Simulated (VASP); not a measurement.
Write the native input for VASP 6.6.1 that does the following.

```yaml
Task: single point
Functional: PBE
Potentials_or_basis: VASP PAW PBE potentials, release 64 (Zr_sv, B)
Cutoff: 520 eV
k_mesh: 6 × 6 × 4
Occupations: gaussian, width 0.1 eV
Spin: no spin polarisation
Dipole_correction: no
Further_INCAR_settings: ALGO = Normal; EDIFF = 1e-06; NBANDS = 24
```

The structure of Zr2B3 lies in POSCAR:

```
Zr2B3
1.0
    3.9690020238      0.0000000031      0.0000000000
   -1.9845010146      3.4372565787      0.0000000000
    0.0000000000      0.0000000000      4.9719057153
Zr B
2 3
Direct
    0.6666666667      0.3333333333      0.2480783784
    0.3333333333      0.6666666667      0.7519216216
    0.6666666667      0.3333333333      0.7380278129
    0.3333333333      0.6666666667      0.2619721871
    0.0000000000      0.0000000000      0.0000000000
```

The cell was generated, and may not be a known phase.

The input as run:

INCAR

```
PREC = Accurate
ENCUT = 520
EDIFF = 1E-6
ISMEAR = 0
SIGMA = 0.1
LREAL = False
LASPH = True
NELM = 60
ALGO = Normal
ISIF = 2
LWAVE = False
LCHARG = True
GGA = PE
LELF = True
LVHAR = True
NBANDS = 24
```

KPOINTS

```
regular mesh
0
Gamma
  6 6 4
```

Potentials or basis: VASP PAW PBE potentials, release 64 (Zr_sv, B).

Run with:

```bash
$ cat potpaw_PBE.64/Zr_sv/POTCAR potpaw_PBE.64/B/POTCAR > POTCAR
$ mpirun -np 1 vasp_std > vasp.out
```

It gave:

* Pressure: 0.4 GPa
* Band gap on the k mesh: zero (an odd number of electrons rules out a gap without spin polarisation)

Run time: 78 s on 1 thread of Intel Xeon 8259CL (shared host), peak memory 0.19 GiB.
